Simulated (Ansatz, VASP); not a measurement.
## Rb in VASP and in Ansatz

INCAR

```
SYSTEM = Rb
PREC = Accurate
ENCUT = 520
EDIFF = 1E-6
ISMEAR = 0
SIGMA = 0.15
LREAL = .False.
LASPH = .True.
NELM = 60
ALGO = Fast
ISIF = 2
LWAVE = .False.
LCHARG = .False.
GGA = PE
NBANDS = 10
```

The input KPOINTS:

```
regular mesh
0
Gamma
  12 12 12
  0 0 0
```

The input POSCAR:

```
Rb
1.0
   -2.9545118615      2.8658765057      2.7308451955
    2.9545118615     -2.8658765057      2.7308451955
    2.9545118615      2.8658765057     -2.7308451955
Rb
1
Direct
    0.0000000000      0.0000000000      0.0000000000
```

Input for Ansatz:

```yaml
crystal:
  lattice:
    - [-2.9545118615, 2.8658765057, 2.7308451955]
    - [2.9545118615, -2.8658765057, 2.7308451955]
    - [2.9545118615, 2.8658765057, -2.7308451955]
  atoms:
    - { symbol: Rb, position: [0.0, 0.0, 0.0] }
basis:
  ecutwfc: 420
kpoints:
  mp_grid: { grid: [12, 12, 12] }
hamiltonian:
  xc: pbe
scf:
  occupations: { method: gaussian, width: 0.15 }
output:
  forces: true
  stress: true
  eigenvalues: true
```

Change from the starting cell: strain -0.0300 x Voigt [0, 1, 0, 0, 0, 0], atoms carried along.

Alike in both runs: task single point; functional PBE; k mesh 12 × 12 × 12; occupations gaussian, width 0.15 eV; no spin polarisation.

|  | VASP | Ansatz |
| --- | --- | --- |
| version | VASP 6.6.1 | Ansatz 0.2.0 |
| potentials or method | VASP PAW PBE potentials, release 64 (Rb_sv), cutoff 520 eV | scalar-relativistic, plane waves, PAW |
| valence electrons in the cell | 9 | 9 |

|  | VASP | Ansatz | Ansatz less VASP |
| --- | --- | --- | --- |
| gap on the k mesh at the Fermi level (eV) | none | none | - |
| pressure (GPa) | 0.0 | 0.0 | 0.00 |

A gap of «none» marks a metal or a gap that the smearing closes. With one functional, cell and mesh, what is left measures potentials, basis and numerics.
